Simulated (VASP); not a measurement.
Write the native input for VASP 6.6.1 that does the following.

| Quantity | Value |
| --- | --- |
| Task | single point |
| Functional | PBEsol |
| Potentials or basis | VASP PAW PBE potentials, release 64 (Nb_sv) |
| Cutoff | 520 eV |
| k mesh | 14 × 14 × 7 |
| Occupations | fermi-dirac, width 0.1 eV |
| Spin | no spin polarisation |
| Dipole correction | no |
| Further INCAR settings | ALGO = Normal; EDIFF = 1e-06; NBANDS = 20 |

The structure of Nb lies in POSCAR:

```
Nb
1.0
    2.7581325906      0.0000000000      0.0000000000
   -1.3790662953      2.3886128905      0.0000000000
    0.0000000000      0.0000000000      5.0435014114
Nb
2
Direct
    0.3333333333      0.6666666667      0.2500000000
    0.6666666667      0.3333333333      0.7500000000
```

This cell differs from its parent crystal: volume scaled by 0.92.

These files were run (other wordings do the same):

INCAR

```
  PREC = Accurate
  ENCUT = 520
  EDIFF = 1E-6
  ISMEAR = -1
  SIGMA = 0.1
  LREAL = False
  LASPH = True
  NELM = 60
  ALGO = Normal
  ISIF = 2
  LWAVE = False
  LCHARG = False
  GGA = PS
  NBANDS = 20
```

KPOINTS

```
Automatic mesh
0
Gamma
  14 14 7
```

Potentials or basis: VASP PAW PBE potentials, release 64 (Nb_sv).

Command:

```bash
$ cat potpaw_PBE.64/Nb_sv/POTCAR > POTCAR
$ mpirun -np 1 vasp_std > vasp.out
```

Results of the run:

```
Pressure               : 16.3 GPa
Band gap on the k mesh : zero (band 13 reaches 14.51 eV, above the bottom of band 14 at 11.83 eV)
```

Caveat: the PAW data sets were made with another functional, which shifts forces and pressure a little.

Wall time 39 s on 1 thread of Intel Xeon 6975P-C, with other jobs on the host, peak memory 0.19 GiB.
